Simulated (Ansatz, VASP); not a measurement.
# RbBr in VASP and in Ansatz

```xyz
2
Lattice="0.0000 3.9248 3.7572 3.9248 0.0000 3.7572 3.9248 3.9248 0.0000" Properties=species:S:1:pos:R:3 pbc="T T T"
Rb    0.0000    0.0000    0.0000
Br    1.9624    1.9624    1.8786
```

Change from the starting cell: epitaxial_xy strain +1.4%.

Alike in both runs: task single point; functional r2SCAN; k mesh 6 × 6 × 6; no spin polarisation.

```csv
,VASP,Ansatz
version,VASP 6.6.1,Ansatz 0.2.0
potentials or method,"VASP PAW PBE potentials, release 64 (Rb_sv, Br)","plane waves, PAW"
plane-wave cutoff (eV),520,500
occupations,"gaussian, width 0.01 eV",fixed
valence electrons in the cell,16,16
```

|  | VASP | Ansatz | Ansatz less VASP |
| --- | --- | --- | --- |
| gap on the k mesh at the Fermi level (eV) | 4.64 | 4.64 | 0.000 |
| pressure (GPa) | 0.0 | 0.0 | -0.01 |

VASP's potentials were made for PBE, not for r2SCAN. Ansatz's warnings: xc potential rough in thin density.
